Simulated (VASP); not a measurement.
Set up this calculation in VASP 6.6.1, as the native input.

* Task: single point
* Functional: PBE
* Potentials or basis: VASP PAW PBE potentials, release 64 (Al, Cd)
* Cutoff: 520 eV
* k mesh: 9 × 9 × 9
* Occupations: fermi-dirac, width 0.05 eV
* Spin: no spin polarisation
* Dipole correction: no
* Further INCAR settings: ALGO = Fast; EDIFF = 1e-06; NBANDS = 14

The structure of AlCd lies in POSCAR:

```
AlCd
1.0
    1.9072421893      1.1011467865      3.1652062784
   -1.9072421893      1.1011467865      3.1652062784
    0.0000000000     -2.2022935830      3.1652062784
Al Cd
1 1
Direct
    0.5000000000      0.5000000000      0.5000000000
    0.0000000000      0.0000000000      0.0000000000
```

One way to write it, as run:

INCAR

```
ALGO     = Fast           # electronic algorithm
EDIFF    = 1E-6           # SCF threshold, eV
ENCUT    = 520            # plane-wave cutoff, eV
GGA      = PE             # functional
ISIF     = 2              # what is computed and relaxed
ISMEAR   = -1             # smearing method
LASPH    = True           # aspherical terms in the spheres
LCHARG   = True           # write CHGCAR
LELF     = True           # ELF
LREAL    = False          # projectors in reciprocal space
LVHAR    = True         
LWAVE    = False          # write WAVECAR
NBANDS   = 14             # bands
NELM     = 100            # most SCF steps
PREC     = Accurate       # precision mode
SIGMA    = 0.05           # smearing width, eV
```

KPOINTS

```
k-points
0
Gamma
  9 9 9
```

Potentials or basis: VASP PAW PBE potentials, release 64 (Al, Cd).

Run with:

```sh
$ cat potpaw_PBE.64/Al/POTCAR potpaw_PBE.64/Cd/POTCAR > POTCAR
$ mpirun -np 1 vasp_std > vasp.out
```

It gave:

```json
{"Pressure": "9.4 GPa", "Band gap on the k mesh": "zero (an odd number of electrons rules out a gap without spin polarisation)"}
```

Caveat: the cell stands under pressure.

It took 36 s on 1 thread of Intel(R) Xeon(R) Platinum 8488C (Sapphire Rapids), on a shared host, peak memory 0.2 GiB.
